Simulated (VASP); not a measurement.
Input of a VASP 6.6.1 run:

File INCAR:

```
PREC = Accurate ; ENCUT = 520
EDIFF = 1E-6 ; ISMEAR = 0
SIGMA = 0.15 ; LREAL = False
LASPH = True ; NELM = 60
ALGO = Fast ; ISIF = 2
LWAVE = False ; LCHARG = True
GGA = PE ; LELF = True
LVHAR = True ; NBANDS = 17
```

File KPOINTS:

```
regular mesh
0
Gamma
  15 15 8
```

Contents of POSCAR:

```
Ca
1.0
    3.6615995590      0.0000000000      0.0000000000
   -1.8307997795      3.1710382365      0.0000000000
    0.0000000000      0.0000000000      7.0416000000
Ca
2
Direct
    0.3333333333      0.6666666667      0.2500000000
    0.6666666667      0.3333333333      0.7500000000
```

Potentials or basis: VASP PAW PBE potentials, release 64 (Ca_sv).

Command:

```bash
$ cat potpaw_PBE.64/Ca_sv/POTCAR > POTCAR
$ mpirun -np 1 vasp_std > vasp.out
```

Task: What does it give for the pressure?

Result: 1.0 GPa.

Task: What does it give for the band gap on the k mesh?

Result: Zero (band 10 reaches 2.50 eV, above the bottom of band 11 at 1.38 eV).

Stress tensor (GPa, compression positive):
```
 3.11  0.00  0.00
 0.00  3.11  0.00
 0.00  0.00 -3.30
```

Caveat: the cell differs from its parent crystal (strain -0.080 along x and y, +0.080 along z).
